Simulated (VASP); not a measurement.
# GaN (P6_3mc) in VASP: a series of runs

GaN is run at these levels: PBE; tasks: single point.

All numbers are computed with VASP 6.6.1; they aren't measurements. Logs are shortened: lines on timing, memory, paths and dates and some standing lists are left out, and cuts for length are marked.

## 1. The cell of the first run

Symmetry: P6_3mc, No. 186, hexagonal system. Conventional cell: a = 3.282 Å, b = 3.282 Å, c = 5.346 Å, α = 90.00°, β = 90.00°, γ = 120.00°. Within 2.7 Å of Ga (site symmetry 3m) lie 4 N at 2.01 Å. N (site symmetry 3m) has 4 Ga at 2.01 Å within 2.7 Å.

## 2. Single point, PBE (volume scaled by 1.06, then relaxed in part)

INCAR reads:

```
ALGO     = Normal         # electronic algorithm
EDIFF    = 1E-6           # SCF threshold, eV
ENCUT    = 520            # plane-wave cutoff, eV
GGA      = PE             # functional
ISIF     = 2              # what is computed and relaxed
ISMEAR   = 0              # smearing method
LASPH    = T              # aspherical terms in the spheres
LCHARG   = F              # write CHGCAR
LREAL    = F              # projectors in reciprocal space
LWAVE    = F              # write WAVECAR
NBANDS   = 26             # bands
NELM     = 80             # most SCF steps
PREC     = Accurate       # precision mode
SIGMA    = 0.02           # smearing width, eV
```

KPOINTS reads:

```
k-points
0
Gamma
  12 12 6
```

POSCAR reads:

```
GaN
1.0
    3.2815514116      0.0000000000      0.0000000000
   -1.6407757058      2.8419068863      0.0000000000
    0.0000000000      0.0000000000      5.3458611333
Ga N
2 2
Direct
    0.3333333333      0.6666666667     -0.0008683120
    0.6666666667      0.3333333333      0.4991316880
    0.3333333333      0.6666666667      0.3758683120
    0.6666666667      0.3333333333      0.8758683120
```

Potentials or basis: VASP PAW PBE potentials, release 64 (Ga_d, N).

On the command line:

```
$ cat potpaw_PBE.64/Ga_d/POTCAR potpaw_PBE.64/N/POTCAR > POTCAR
$ mpirun -np 1 vasp_std > vasp.out
```

OUTCAR:

```text
EDIFF = 1E-6
   ENCUT = 520
   GGA = PE
   ISIF = 2
   ISMEAR = 0
   LASPH = T
   LREAL = F
   NELM = 80
   PREC = Accurate

 ion  position               nearest neighbor table
   1  0.333  0.667  0.999-   4 2.01   4 2.01   4 2.01   3 2.01
   2  0.667  0.333  0.499-   3 2.01   3 2.01   3 2.01   4 2.01
   3  0.333  0.667  0.376-   2 2.01   2 2.01   2 2.01   1 2.01
   4  0.667  0.333  0.876-   1 2.01   1 2.01   1 2.01   2 2.01

  LATTYP: Found a hexagonal cell.
 ALAT       =     3.2815514116
 C/A-ratio  =     1.6290651776

  Lattice vectors:

 A1 = (   3.2815514116,   0.0000000000,   0.0000000000)
 A2 = (  -1.6407757058,   2.8419068863,   0.0000000000)
 A3 = (   0.0000000000,   0.0000000000,   5.3458611333)

Analysis of symmetry for initial positions (statically):
=====================================================================
 Subroutine PRICEL returns:
 Original cell was already a primitive cell.

 Routine SETGRP: Setting up the symmetry group for a
 hexagonal supercell.

 Subroutine GETGRP returns: Found 12 space group operations
 (whereof  6 operations were pure point group operations)
 out of a pool of 24 trial point group operations.

The static configuration has the point symmetry C_3v.
 The point group associated with its full space group is C_6v.

Analysis of symmetry for dynamics (positions and initial velocities):
=====================================================================
 Subroutine PRICEL returns:
 Original cell was already a primitive cell.

 Routine SETGRP: Setting up the symmetry group for a
 hexagonal supercell.

 Subroutine GETGRP returns: Found 12 space group operations
 (whereof  6 operations were pure point group operations)
 out of a pool of 24 trial point group operations.

The dynamic configuration has the point symmetry C_3v.
 The point group associated with its full space group is C_6v.

 Subroutine INISYM returns: Found 12 space group operations
 (whereof  6 operations are pure point group operations),
 and found     1 'primitive' translations

----------------------------------------------------------------------------------------

                                     Primitive cell

  volume of cell :      49.8548

  direct lattice vectors                    reciprocal lattice vectors
     3.281551412  0.000000000  0.000000000     0.304733912  0.175938206  0.000000000
    -1.640775706  2.841906886  0.000000000     0.000000000  0.351876413  0.000000000
     0.000000000  0.000000000  5.345861133     0.000000000  0.000000000  0.187060602

  length of vectors
     3.281551412  3.281551412  5.345861133     0.351876413  0.351876413  0.187060602

  position of ions in fractional coordinates (direct lattice)
     0.333333333  0.666666667  0.999131688
     0.666666667  0.333333333  0.499131688
     0.333333333  0.666666667  0.375868312
     0.666666667  0.333333333  0.875868312

  ion indices of the primitive-cell ions
   primitive index   ion index
                 1           1
                 2           2
                 3           3
                 4           4

----------------------------------------------------------------------------------------

 KPOINTS: k-points

Automatic generation of k-mesh.
 Grid dimensions read from file:
 generate k-points for:   12   12    6

 Generating k-lattice:

  Cartesian coordinates                     Fractional coordinates (reciprocal lattice)
     0.025394493  0.014661517  0.000000000     0.083333333  0.000000000  0.000000000
     0.000000000  0.029323034  0.000000000     0.000000000  0.083333333  0.000000000
     0.000000000  0.000000000  0.031176767     0.000000000  0.000000000  0.166666667

  Length of vectors
     0.029323034  0.029323034  0.031176767

  Shift w.r.t. Gamma in fractional coordinates (k-lattice)
     0.000000000  0.000000000  0.000000000

 Subroutine IBZKPT returns following result:
 ===========================================

 Found     76 irreducible k-points:

 Following reciprocal coordinates:
            Coordinates               Weight
  0.000000  0.000000  0.000000      1.000000
  0.083333  0.000000  0.000000      6.000000
  0.166667  0.000000  0.000000      6.000000
  0.250000  0.000000  0.000000      6.000000
  0.333333  0.000000  0.000000      6.000000
  0.416667  0.000000  0.000000      6.000000
[... 16 lines left out ...]
  0.250000  0.000000  0.166667     12.000000
  0.333333  0.000000  0.166667     12.000000
 [... further k-points ...]
   k-points           NKPTS =     76   k-points in BZ     NKDIM =     76   number of bands    NBANDS=     26
   number of dos      NEDOS =    301   number of ions     NIONS =      4
   total plane-waves  NPLWV =  23040
   dimension x,y,z NGX =    24 NGY =   24 NGZ =   40
   dimension x,y,z NGXF=    48 NGYF=   48 NGZF=   80
   ions per type =               2   2
   NGX,Y,Z   is equivalent  to a cutoff of  12.16, 12.16, 12.44 a.u.
   NGXF,Y,Z  is equivalent  to a cutoff of  24.32, 24.32, 24.88 a.u.
 SYSTEM =  unknown system
   PREC   = accura    normal or accurate (medium, high low for compatibility)
   ISTART =      0    job   : 0-new  1-cont  2-samecut
   ICHARG =      2    charge: 1-file 2-atom 10-const
   ISPIN  =      1    spin polarized calculation?
   LNONCOLLINEAR =      F non collinear calculations
   LSORBIT =      F    spin-orbit coupling
   LASPH  =      T    aspherical Exc in radial PAW
   ENCUT  =  520.0 eV  38.22 Ry    6.18 a.u.   6.10  6.10  9.94*2*pi/ulx,y,z
   NELM   =     80;   NELMIN=  2; NELMDL= -5     # of ELM steps
   EDIFF  = 0.1E-05   stopping-criterion for ELM
   LREAL  =      F    real-space projection
   EDIFFG = 0.1E-04   stopping-criterion for IOM
   NSW    =      0    number of steps for IOM
   IBRION =     -1    ionic relax: 0-MD 1-quasi-New 2-CG
   NFREE  =      0    steps in history (QN), initial steepest desc. (CG)
   ISIF   =      2    stress and relaxation
   ISYM   =      2    0-nonsym 1-usesym 2-fastsym
   POTIM  = 0.5000    time-step for ionic-motion
   TEBEG  =    0.0;   TEEND  =   0.0 temperature during run
   PSTRESS=    0.0 pullay stress
   NELECT =      36.0000    total number of electrons
   NUPDOWN=      -1.0000    fix difference up-down
   EMIN   =  10.00;   EMAX   =-10.00  energy-range for DOS
   EFERMI =   0.00;   METHOD = LEGACY
   ISMEAR =     0;   SIGMA  =   0.02  broadening in eV -4-tet -1-fermi 0-gaus
   EFERMI_NEDOS =   21; number of points for ismear=-14 and -15
   IALGO  =     38    algorithm
   IMIX   =      4    mixing-type and parameters
     AMIX     =   0.40;   BMIX     =  1.00
     AMIX_MAG =   1.60;   BMIX_MAG =  1.00
  volume/ion in A,a.u.               =      12.46        84.11
  Fermi-wavevector in a.u.,A,eV,Ry     =   1.468724  2.775485 29.349796  2.157149
  Thomas-Fermi vector in A             =   2.584187
   LORBIT       =      0    0 simple, 1 ext, 2 COOP (PROOUT), +10 PAW based schemes
   GGA     = PE    functional components
   LHFCALC =     F    Hartree Fock is set to
   AEXX    =    0.0000 exact exchange contribution
   IVDW    =     0    specifies the selected vdW correction
   LEPSILON=     F    determine dielectric tensor
   LRPA    =     F    only Hartree local field effects (RPA)
 non-spin polarized calculation
 Gauss-broadening in eV      SIGMA  =   0.02
  energy-cutoff  :      520.00
  volume of cell :       49.85
 maximum number of plane-waves:      1364
   NGX = 13   NGY = 13   NGZ = 19

 number of electron      36.0000028 magnetization

 Free energy of the ion-electron system (eV)
  ---------------------------------------------------
  ext. energy  EPLUGINS =         0.00000000
  ---------------------------------------------------
  free energy    TOTEN  =       -24.24985011 eV

  energy without entropy =      -24.24985011  energy(sigma->0) =      -24.24985011

 E-fermi :   4.5208     XC(G=0): -11.2098

 val. band max:        4.4144921781   @ k =   0.0000   0.0000   0.0000
 cond. band min:       5.7415343634   @ k =   0.0000   0.0000   0.0000
 fundamental gap:      1.3270421853
 Fermi energy:         4.5208145842

 k-point     1 :       0.0000    0.0000    0.0000
  band No.  band energies     occupation
      1     -10.8569      2.00000
      2     -10.2327      2.00000
      3      -8.9888      2.00000
      4      -8.9759      2.00000
      5      -8.9759      2.00000
      6      -8.9298      2.00000
[... 18 lines left out ...]
     25      15.4698      0.00000
     26      15.4698      0.00000

 k-point     2 :       0.0833    0.0000    0.0000
  band No.  band energies     occupation
      1     -10.8015      2.00000
      2     -10.2211      2.00000
      3      -8.9834      2.00000
      4      -8.9681      2.00000
      5      -8.9496      2.00000
      6      -8.9233      2.00000
[... 18 lines left out ...]
     25      15.1351      0.00000
     26      15.6081      0.00000

 k-point     3 :       0.1667    0.0000    0.0000
  band No.  band energies     occupation
      1     -10.6556      2.00000
      2     -10.1936      2.00000
      3      -8.9645      2.00000
      4      -8.9493      2.00000
      5      -8.9077      2.00000
      6      -8.8907      2.00000
[... 18 lines left out ...]
     25      15.1413      0.00000
     26      15.9422      0.00000

 k-point     4 :       0.2500    0.0000    0.0000
  band No.  band energies     occupation
      1     -10.4775      2.00000
      2     -10.1648      2.00000
      3      -8.9449      2.00000
      4      -8.9308      2.00000
      5      -8.8766      2.00000
      6      -8.8520      2.00000
[... 18 lines left out ...]
     25      15.3190      0.00000
     26      16.3880      0.00000
[... 496 lines left out ...]
      1     -10.6014      2.00000
      2     -10.2018      2.00000
      3      -8.9613      2.00000
      4      -8.9467      2.00000
      5      -8.9127      2.00000
      6      -8.8958      2.00000
[... 18 lines left out ...]
     25      14.7791      0.00000
     26      15.7607      0.00000

 k-point    23 :       0.2500    0.0000    0.1667
  band No.  band energies     occupation
      1     -10.4369      2.00000
      2     -10.1682      2.00000
      3      -8.9448      2.00000
      4      -8.9258      2.00000
      5      -8.8865      2.00000
      6      -8.8574      2.00000
[... 18 lines left out ...]
     25      14.9384      0.00000
     26      16.2357      0.00000

 k-point    24 :       0.3333    0.0000    0.1667
  band No.  band energies     occupation
      1     -10.3078      2.00000
      2     -10.1447      2.00000
      3      -8.9366      2.00000
      4      -8.9139      2.00000
      5      -8.8657      2.00000
      6      -8.8209      2.00000
[... 18 lines left out ...]
     25      15.2163      0.00000
     26      16.7685      0.00000

 [... further k-points ...]

------------------------ aborting loop because EDIFF is reached ----------------------------------------

  FORCE on cell =-STRESS in cart. coord.  units (eV):
  Direction    XX          YY          ZZ          XY          YZ          ZX
  --------------------------------------------------------------------------------------
  -------------------------------------------------------------------------------------
  Total       -2.6752114     -2.6752114     -2.6405911     -0.0000000      0.0000000      0.0000000
  in kB      -85.9729747    -85.9729747    -84.8603853     -0.0000000      0.0000000      0.0000000
  external PRESSURE =     -85.6021116 kB  Pullay stress =       0.0000000 kB

 VOLUME and BASIS-vectors are now :
 -----------------------------------------------------------------------------
  energy-cutoff  :      520.00
  volume of cell :       49.85
      direct lattice vectors                 reciprocal lattice vectors
     3.281551412  0.000000000  0.000000000     0.304733912  0.175938206  0.000000000
    -1.640775706  2.841906886  0.000000000     0.000000000  0.351876413  0.000000000
     0.000000000  0.000000000  5.345861133     0.000000000  0.000000000  0.187060602

 POSITION                                       TOTAL-FORCE (eV/Angst)
 -----------------------------------------------------------------------------------
     -0.00000      1.89460      5.34122         0.000000      0.000000     -0.008518
      1.64078      0.94730      2.66829        -0.000000      0.000000     -0.008518
     -0.00000      1.89460      2.00934        -0.000000     -0.000000      0.008518
      1.64078      0.94730      4.68227         0.000000      0.000000      0.008518
 -----------------------------------------------------------------------------------
    total drift:                               -0.000001     -0.000001      0.000784

  FREE ENERGIE OF THE ION-ELECTRON SYSTEM (eV)
  ---------------------------------------------------
  free  energy   TOTEN  =       -24.2498501061 eV

  energy  without entropy=      -24.2498501061  energy(sigma->0) =      -24.24985011
```

Wall time 31 s (1 thread of Intel Xeon 6975P-C (Granite Rapids), shared host); peak memory 0.21 GiB.

Results:

- Free energy: -24.2499 eV
- Pressure: -8.6 GPa
- Largest force: 0.009 eV/Å
- Band gap on the k mesh: 1.33 eV, direct

Forces in eV/Å, atoms in the order of the input:
```
Ga   0.000  0.000 -0.009
Ga   0.000  0.000 -0.009
N    0.000  0.000  0.009
N    0.000  0.000  0.009
```

## 3. Single point, PBE (volume scaled by 1.10, then relaxed in part)

INCAR reads:

```
PREC = Accurate
ENCUT = 520
EDIFF = 1E-7
ISMEAR = 0
SIGMA = 0.02
LREAL = F
LASPH = T
NELM = 60
ALGO = Normal
ISIF = 2
LWAVE = F
LCHARG = T
GGA = PE
LELF = T
LVHAR = T
NBANDS = 26
```

KPOINTS reads:

```
Automatic mesh
0
Gamma
  12 12 6
```

POSCAR reads:

```
GaN
1.0
    3.3222734458      0.0000000000      0.0000000000
   -1.6611367229      2.8771732024      0.0000000000
    0.0000000000      0.0000000000      5.4124284525
Ga N
2 2
Direct
    0.3333333333      0.6666666667     -0.0009087470
    0.6666666667      0.3333333333      0.4990912530
    0.3333333333      0.6666666667      0.3759087470
    0.6666666667      0.3333333333      0.8759087470
```

Potentials or basis: VASP PAW PBE potentials, release 64 (Ga_d, N).

On the command line:

```
$ cat potpaw_PBE.64/Ga_d/POTCAR potpaw_PBE.64/N/POTCAR > POTCAR
$ mpirun -np 1 vasp_std > vasp.out
```

OUTCAR:

```text
PREC = Accurate
   ENCUT = 520
   EDIFF = 1E-7
   ISMEAR = 0
   LREAL = F
   LASPH = T
   NELM = 60
   ISIF = 2
   GGA = PE

 ion  position               nearest neighbor table
   1  0.333  0.667  0.999-   4 2.03   4 2.03   4 2.03   3 2.04
   2  0.667  0.333  0.499-   3 2.03   3 2.03   3 2.03   4 2.04
   3  0.333  0.667  0.376-   2 2.03   2 2.03   2 2.03   1 2.04
   4  0.667  0.333  0.876-   1 2.03   1 2.03   1 2.03   2 2.04

  LATTYP: Found a hexagonal cell.
 ALAT       =     3.3222734458
 C/A-ratio  =     1.6291339472

  Lattice vectors:

 A1 = (   3.3222734458,   0.0000000000,   0.0000000000)
 A2 = (  -1.6611367229,   2.8771732024,   0.0000000000)
 A3 = (   0.0000000000,   0.0000000000,   5.4124284525)

Analysis of symmetry for initial positions (statically):
=====================================================================
 Subroutine PRICEL returns:
 Original cell was already a primitive cell.

 Routine SETGRP: Setting up the symmetry group for a
 hexagonal supercell.

 Subroutine GETGRP returns: Found 12 space group operations
[... 171 lines left out ...]

 E-fermi :   4.1629     XC(G=0): -11.0195

 val. band max:        4.0558917274   @ k =   0.0000   0.0000   0.0000
 cond. band min:       5.1387235580   @ k =   0.0000   0.0000   0.0000
 fundamental gap:      1.0828318306
 Fermi energy:         4.1628896541

 k-point     1 :       0.0000    0.0000    0.0000
  band No.  band energies     occupation
      1     -10.9384      2.00000
      2     -10.4446      2.00000
      3      -9.3480      2.00000
      4      -9.3362      2.00000
      5      -9.3362      2.00000
      6      -9.2955      2.00000
[... 685 lines left out ...]
     25      14.6259      0.00000
     26      16.0762      0.00000

 [... further k-points ...]

------------------------ aborting loop because EDIFF is reached ----------------------------------------

  FORCE on cell =-STRESS in cart. coord.  units (eV):
  Direction    XX          YY          ZZ          XY          YZ          ZX
  --------------------------------------------------------------------------------------
  -------------------------------------------------------------------------------------
  Total       -4.2059684     -4.2059684     -4.1673253      0.0000000      0.0000000      0.0000000
  in kB     -130.2515898   -130.2515898   -129.0548803      0.0000000      0.0000000      0.0000000
  external PRESSURE =    -129.8526866 kB  Pullay stress =       0.0000000 kB

 VOLUME and BASIS-vectors are now :
 -----------------------------------------------------------------------------
  energy-cutoff  :      520.00
  volume of cell :       51.74
      direct lattice vectors                 reciprocal lattice vectors
     3.322273446  0.000000000  0.000000000     0.300998704  0.173781683  0.000000000
    -1.661136723  2.877173202  0.000000000     0.000000000  0.347563365  0.000000000
     0.000000000  0.000000000  5.412428453     0.000000000  0.000000000  0.184759948

 POSITION                                       TOTAL-FORCE (eV/Angst)
 -----------------------------------------------------------------------------------
     -0.00000      1.91812      5.40751        -0.000000      0.000000     -0.009243
      1.66114      0.95906      2.70130         0.000000     -0.000000     -0.009243
     -0.00000      1.91812      2.03458         0.000000      0.000000      0.009243
      1.66114      0.95906      4.74079        -0.000000      0.000000      0.009243
 -----------------------------------------------------------------------------------
    total drift:                               -0.000000     -0.000000      0.001536

  FREE ENERGIE OF THE ION-ELECTRON SYSTEM (eV)
  ---------------------------------------------------
  free  energy   TOTEN  =       -24.1222492200 eV

  energy  without entropy=      -24.1222492200  energy(sigma->0) =      -24.12224922
```

It took 60 s on 1 thread of Intel Xeon 6975P-C (Granite Rapids), shared host; peak memory 0.22 GiB.

What came out:

| Quantity | Value |
| --- | --- |
| Free energy | -24.1222 eV |
| Pressure | -13.0 GPa |
| Largest force | 0.009 eV/Å |
| Band gap on the k mesh | 1.08 eV, direct |

Forces in eV/Å, atoms in the order of the input:
```
Ga   0.000  0.000 -0.009
Ga   0.000  0.000 -0.009
N    0.000  0.000  0.009
N    0.000  0.000  0.009
```

Levels at points of the mesh, in eV from the valence-band top:
```
           k point  band 15  band 16  band 17  band 18  band 19  band 20  band 21  band 22
(0.00, 0.00, 0.00)    -0.89    -0.03     0.00     0.00     1.08     3.46     8.47     9.19
(0.50, 0.00, 0.00)    -3.66    -2.34    -1.86    -0.85     4.68     4.75     5.77     7.59
(0.00, 0.00, 0.50)    -0.46    -0.46    -0.46    -0.46     3.46     3.46     7.81     7.81
(0.50, 0.00, 0.50)    -1.66    -1.66    -1.64    -1.64     3.98     3.98     6.98     6.98
```
